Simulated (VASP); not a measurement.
# Au (P-1) in VASP: further runs

Runs on Au. Level: LDA. Tasks: single point.

Program: VASP 6.6.1. These are calculated values, not measurements. Logs are shortened: lines on timing, memory, paths and dates and some standing lists are left out, and cuts for length are marked.

## Step 1: The cell of the first run

The typed cell holds 3 atoms: a = 2.878 Å, b = 2.878 Å, c = 9.015 Å, α = 56.04°, β = 58.75°, γ = 60.00°.

## Step 2: Single point, LDA

Contents of INCAR:

```
SYSTEM = Au
  PREC = Accurate
  ENCUT = 520
  EDIFF = 1E-6
  ISMEAR = 1
  SIGMA = 0.05
  LREAL = .False.
  LASPH = .True.
  NELM = 80
  ALGO = Normal
  ISIF = 2
  LWAVE = .False.
  LCHARG = .True.
  LELF = .True.
  LVHAR = .True.
  NBANDS = 24
```

Contents of KPOINTS:

```
Automatic mesh
0
Gamma
  7 7 7
  0 0 0
```

Contents of POSCAR:

```
Au
1.0
    0.0000000000      2.0350000000      2.0350000000
    2.0350000000      0.0000000000      2.0350000000
    6.6137500000      6.1050000000      0.5087500000
Au
3
Direct
    0.0000000000      0.0000000000      0.0000000000
    0.0000000000     -0.0833333333      0.3333333333
    0.0000000000     -0.1666666667      0.6666666667
```

Potentials or basis: VASP PAW LDA potentials, release 64 (Au).

Started as:

```bash
$ cat potpaw_LDA.64/Au/POTCAR > POTCAR
$ mpirun -np 1 vasp_std > vasp.out
```

OUTCAR:

```text
SYSTEM = Au
   PREC = Accurate
   ENCUT = 520
   EDIFF = 1E-6
   ISMEAR = 1
   LREAL = .False.
   LASPH = .True.
   NELM = 80
   ISIF = 2

 ion  position               nearest neighbor table
   1  0.000  0.000  0.000-   3 2.59   2 2.88   2 2.88   2 2.88   3 2.97   3 3.30   3 3.60
   2  0.000  0.917  0.333-   1 2.88   1 2.88   1 2.88   3 2.88   3 2.88   3 2.88
   3  0.000  0.833  0.667-   1 2.59   2 2.88   2 2.88   2 2.88   1 2.97   1 3.30   1 3.60

  LATTYP: Found a base centered monoclinic cell.
 ALAT       =     2.8779245994
 B/A-ratio  =     1.7320508076
 C/A-ratio  =     2.4622144504
 COS(beta)  =    -0.1015346165

  Lattice vectors:

 A1 = (   0.0000000000,  -2.0350000000,  -2.0350000000)
 A2 = (  -2.0350000000,   2.0350000000,   0.0000000000)
 A3 = (   4.5787500000,   4.0700000000,  -3.5612500000)

Analysis of symmetry for initial positions (statically):
=====================================================================
 Subroutine PRICEL returns:
 Original cell was already a primitive cell.

 Routine SETGRP: Setting up the symmetry group for a
 base centered monoclinic supercell.

 Subroutine GETGRP returns: Found  2 space group operations
 (whereof  1 operations were pure point group operations)
 out of a pool of  4 trial point group operations.

The static configuration has the point symmetry C_1 .
 The point group associated with its full space group is S_2 .

Analysis of symmetry for dynamics (positions and initial velocities):
=====================================================================
 Subroutine PRICEL returns:
 Original cell was already a primitive cell.

 Routine SETGRP: Setting up the symmetry group for a
 base centered monoclinic supercell.

 Subroutine GETGRP returns: Found  2 space group operations
 (whereof  1 operations were pure point group operations)
 out of a pool of  4 trial point group operations.

The dynamic configuration has the point symmetry C_1 .
 The point group associated with its full space group is S_2 .

 Subroutine INISYM returns: Found  2 space group operations
 (whereof  1 operations are pure point group operations),
 and found     1 'primitive' translations

----------------------------------------------------------------------------------------

                                     Primitive cell

  volume of cell :      50.5644

  direct lattice vectors                    reciprocal lattice vectors
     0.000000000  2.035000000  2.035000000    -0.245700246  0.245700246  0.245700246
     2.035000000  0.000000000  2.035000000     0.225225225 -0.266175266  0.266175266
     6.613750000  6.105000000  0.508750000     0.081900082  0.081900082 -0.081900082

  length of vectors
     2.877924599  2.877924599  9.015072968     0.425565309  0.438662680  0.141855103

  position of ions in fractional coordinates (direct lattice)
     0.000000000  0.000000000  0.000000000
     0.000000000  0.916666667  0.333333333
     0.000000000  0.833333333  0.666666667

  ion indices of the primitive-cell ions
   primitive index   ion index
                 1           1
                 2           2
                 3           3

----------------------------------------------------------------------------------------

 KPOINTS: Automatic mesh

Automatic generation of k-mesh.
 Grid dimensions read from file:
 generate k-points for:    7    7    7

 Generating k-lattice:

  Cartesian coordinates                     Fractional coordinates (reciprocal lattice)
    -0.035100035  0.035100035  0.035100035     0.142857143  0.000000000  0.000000000
     0.032175032 -0.038025038  0.038025038     0.000000000  0.142857143  0.000000000
     0.011700012  0.011700012 -0.011700012     0.000000000  0.000000000  0.142857143

  Length of vectors
     0.060795044  0.062666097  0.020265015

  Shift w.r.t. Gamma in fractional coordinates (k-lattice)
     0.000000000  0.000000000  0.000000000

 Subroutine IBZKPT returns following result:
 ===========================================

 Found    172 irreducible k-points:

 Following reciprocal coordinates:
            Coordinates               Weight
  0.000000  0.000000  0.000000      1.000000
  0.142857  0.000000 -0.000000      2.000000
  0.142857  0.000000  0.285714      2.000000
  0.285714  0.000000 -0.000000      2.000000
  0.285714  0.000000 -0.428571      2.000000
  0.428571  0.000000  0.000000      2.000000
[... 16 lines left out ...]
  0.142857  0.285714  0.000000      2.000000
  0.285714  0.285714  0.000000      2.000000
 [... further k-points ...]
   k-points           NKPTS =    172   k-points in BZ     NKDIM =    172   number of bands    NBANDS=     24
   number of dos      NEDOS =    301   number of ions     NIONS =      3
   total plane-waves  NPLWV =  40320
   dimension x,y,z NGX =    24 NGY =   24 NGZ =   70
   dimension x,y,z NGXF=    48 NGYF=   48 NGZF=  140
   ions per type =               3
   NGX,Y,Z   is equivalent  to a cutoff of  13.86, 13.86, 12.91 a.u.
   NGXF,Y,Z  is equivalent  to a cutoff of  27.73, 27.73, 25.82 a.u.
 SYSTEM =  Au
   PREC   = accura    normal or accurate (medium, high low for compatibility)
   ISTART =      0    job   : 0-new  1-cont  2-samecut
   ICHARG =      2    charge: 1-file 2-atom 10-const
   ISPIN  =      1    spin polarized calculation?
   LNONCOLLINEAR =      F non collinear calculations
   LSORBIT =      F    spin-orbit coupling
   LASPH  =      T    aspherical Exc in radial PAW
   ENCUT  =  520.0 eV  38.22 Ry    6.18 a.u.   5.35  5.35 16.76*2*pi/ulx,y,z
   NELM   =     80;   NELMIN=  2; NELMDL= -5     # of ELM steps
   EDIFF  = 0.1E-05   stopping-criterion for ELM
   LREAL  =      F    real-space projection
   EDIFFG = 0.1E-04   stopping-criterion for IOM
   NSW    =      0    number of steps for IOM
   IBRION =     -1    ionic relax: 0-MD 1-quasi-New 2-CG
   NFREE  =      0    steps in history (QN), initial steepest desc. (CG)
   ISIF   =      2    stress and relaxation
   ISYM   =      2    0-nonsym 1-usesym 2-fastsym
   POTIM  = 0.5000    time-step for ionic-motion
   TEBEG  =    0.0;   TEEND  =   0.0 temperature during run
   PSTRESS=    0.0 pullay stress
   NELECT =      33.0000    total number of electrons
   NUPDOWN=      -1.0000    fix difference up-down
   EMIN   =  10.00;   EMAX   =-10.00  energy-range for DOS
   EFERMI =   0.00;   METHOD = LEGACY
   ISMEAR =     1;   SIGMA  =   0.05  broadening in eV -4-tet -1-fermi 0-gaus
   EFERMI_NEDOS =   21; number of points for ismear=-14 and -15
   IALGO  =     38    algorithm
   IMIX   =      4    mixing-type and parameters
     AMIX     =   0.40;   BMIX     =  1.00
     AMIX_MAG =   1.60;   BMIX_MAG =  1.00
  volume/ion in A,a.u.               =      16.85       113.74
  Fermi-wavevector in a.u.,A,eV,Ry     =   1.420032  2.683470 27.436005  2.016489
  Thomas-Fermi vector in A             =   2.540990
   LORBIT       =      0    0 simple, 1 ext, 2 COOP (PROOUT), +10 PAW based schemes
   GGA     = CA    functional components
   LHFCALC =     F    Hartree Fock is set to
   AEXX    =    0.0000 exact exchange contribution
   IVDW    =     0    specifies the selected vdW correction
   LEPSILON=     F    determine dielectric tensor
   LRPA    =     F    only Hartree local field effects (RPA)
 non-spin polarized calculation
 Methfessel and Paxton  Order N= 1 SIGMA  =   0.05
  energy-cutoff  :      520.00
  volume of cell :       50.56
 maximum number of plane-waves:      1386
 NGX is ok and might be reduce to    24

 number of electron      32.9999999 magnetization

 Free energy of the ion-electron system (eV)
  ---------------------------------------------------
  ext. energy  EPLUGINS =         0.00000000
  ---------------------------------------------------
  free energy    TOTEN  =       -13.29172405 eV

  energy without entropy =      -13.29154619  energy(sigma->0) =      -13.29166476

 E-fermi :   9.4161     XC(G=0): -13.0395

 val. band max:        9.3979578985   @ k =  -0.1429   0.0000   0.1429
 cond. band min:       9.4251033705   @ k =   0.1429  -0.2857  -0.4286
 fundamental gap:      0.0271454719
 Fermi energy:         9.4161362632

 k-point     1 :       0.0000    0.0000    0.0000
  band No.  band energies     occupation
      1      -0.5586      2.00000
      2       1.8512      2.00000
      3       1.9010      2.00000
      4       4.1391      2.00000
      5       4.6994      2.00000
      6       4.8378      2.00000
[... 16 lines left out ...]
     23      24.4931      0.00000
     24      26.8512      0.00000

 k-point     2 :       0.1429    0.0000   -0.0000
  band No.  band energies     occupation
      1       0.1279      2.00000
      2       2.1447      2.00000
      3       2.5341      2.00000
      4       4.0168      2.00000
      5       4.2668      2.00000
      6       4.5167      2.00000
[... 16 lines left out ...]
     23      24.9036      0.00000
     24      25.0479      0.00000

 k-point     3 :       0.1429    0.0000    0.2857
  band No.  band energies     occupation
      1       0.1480      2.00000
      2       2.1713      2.00000
      3       2.5357      2.00000
      4       3.9622      2.00000
      5       4.4002      2.00000
      6       4.4140      2.00000
[... 16 lines left out ...]
     23      24.8279      0.00000
     24      25.2124      0.00000
[... 514 lines left out ...]
 k-point    23 :       0.1429    0.2857    0.0000
  band No.  band energies     occupation
      1       1.8175      2.00000
      2       1.9043      2.00000
      3       3.2621      2.00000
      4       3.6845      2.00000
      5       3.9466      2.00000
      6       4.0537      2.00000
[... 16 lines left out ...]
     23      22.6907      0.00000
     24      24.8864      0.00000

 k-point    24 :       0.2857    0.2857    0.0000
  band No.  band energies     occupation
      1       1.6173      2.00000
      2       2.4481      2.00000
      3       3.0741      2.00000
      4       3.3929      2.00000
      5       3.8249      2.00000
      6       4.4851      2.00000
[... 16 lines left out ...]
     23      23.1925      0.00000
     24      23.7144      0.00000

 [... further k-points ...]

------------------------ aborting loop because EDIFF is reached ----------------------------------------

  FORCE on cell =-STRESS in cart. coord.  units (eV):
  Direction    XX          YY          ZZ          XY          YZ          ZX
  --------------------------------------------------------------------------------------
  -------------------------------------------------------------------------------------
  Total       -1.1210202      0.6397850     -0.2918898      0.5371659     -1.2457968     -0.3868877
  in kB      -35.5205390     20.2721647     -9.2487923     17.0205863    -39.4741958    -12.2588875
  external PRESSURE =      -8.1657222 kB  Pullay stress =       0.0000000 kB

 VOLUME and BASIS-vectors are now :
 -----------------------------------------------------------------------------
  energy-cutoff  :      520.00
  volume of cell :       50.56
      direct lattice vectors                 reciprocal lattice vectors
     0.000000000  2.035000000  2.035000000    -0.245700246  0.245700246  0.245700246
     2.035000000  0.000000000  2.035000000     0.225225225 -0.266175266  0.266175266
     6.613750000  6.105000000  0.508750000     0.081900082  0.081900082 -0.081900082

 POSITION                                       TOTAL-FORCE (eV/Angst)
 -----------------------------------------------------------------------------------
      0.00000      0.00000      0.00000         0.043802      0.701033     -0.536191
      4.07000      2.03500      2.03500         0.000000      0.000000     -0.000000
      6.10500      4.07000      2.03500        -0.043802     -0.701033      0.536191
 -----------------------------------------------------------------------------------
    total drift:                               -0.000000      0.000000     -0.000000

  FREE ENERGIE OF THE ION-ELECTRON SYSTEM (eV)
  ---------------------------------------------------
  free  energy   TOTEN  =       -13.2917240505 eV

  energy  without entropy=      -13.2915461855  energy(sigma->0) =      -13.29166476
```

Run time: 3.9 min. Hardware: 1 thread of Intel Xeon 8259CL, shared host; peak memory 0.28 GiB.

Results:

* Free energy: -13.2917 eV
* Pressure: -0.8 GPa
* Largest force: 0.884 eV/Å
* Band gap on the k mesh: zero (an odd number of electrons rules out a gap without spin polarisation)

Forces in eV/Å, atoms in the order of the input:
```
Au   0.044  0.701 -0.536
Au   0.000  0.000  0.000
Au  -0.044 -0.701  0.536
```

Caveat: the k points lie up to 0.36 Å⁻¹ apart, too coarse for converged energies and pressures of a metal; spin-orbit coupling is left out, which moves the levels of the heavy elements.

## Step 3: Single point, LDA

This run uses another cell than the first one, of the same volume but with other edges.

Contents of INCAR:

```
PREC     = Accurate       # precision mode
ENCUT    = 520            # plane-wave cutoff, eV
EDIFF    = 1E-6           # SCF threshold, eV
ISMEAR   = 1              # smearing method
SIGMA    = 0.05           # smearing width, eV
LREAL    = False          # projectors in reciprocal space
LASPH    = True           # aspherical terms in the spheres
NELM     = 100            # most SCF steps
ALGO     = Normal         # electronic algorithm
ISIF     = 2              # what is computed and relaxed
LWAVE    = False          # write WAVECAR
LCHARG   = False          # write CHGCAR
NBANDS   = 24             # bands
```

Contents of KPOINTS:

```
regular mesh
0
Gamma
  7 7 7
```

Contents of POSCAR:

```
Au
1.0
    0.0000000000      2.0350000000      2.0350000000
    2.0350000000      0.0000000000      2.0350000000
    7.6312500000      6.1050000000      1.5262500000
Au
3
Direct
    0.0000000000      0.0000000000      0.0000000000
    0.0000000000     -0.2500000000      0.3333333333
    0.0000000000     -0.5000000000      0.6666666667
```

Potentials or basis: VASP PAW LDA potentials, release 64 (Au).

Started as:

```bash
$ cat potpaw_LDA.64/Au/POTCAR > POTCAR
$ mpirun -np 1 vasp_std > vasp.out
```

Run time: 4.8 min. Hardware: 1 thread of Intel Xeon 8259CL, shared host; peak memory 0.29 GiB.

The run converged. Its results:

```yaml
Free_energy: -13.2917 eV
Pressure: -0.8 GPa
Largest_force: 0.884 eV/Å
Band_gap_on_the_k_mesh: zero (an odd number of electrons rules out a gap without spin polarisation)
```

Forces in eV/Å, atoms in the order of the input:
```
Au   0.536  0.701 -0.044
Au   0.000  0.000  0.000
Au  -0.536 -0.701  0.044
```

Stress tensor (GPa, compression positive):
```
-0.93  3.95 -1.23
 3.95  2.03 -1.70
-1.23 -1.70 -3.55
```

Levels at points of the mesh, in eV from the Fermi level:
```tsv
k point	band 14	band 15	band 16	band 17	band 18	band 19	band 20	band 21
(0.00, 0.00, 0.00)	-3.18	-3.02	-2.49	-2.34	-2.10	7.95	8.08	14.54
```

Caveat: the k points lie up to 0.36 Å⁻¹ apart, too coarse for converged energies and pressures of a metal; spin-orbit coupling is left out, which moves the levels of the heavy elements.
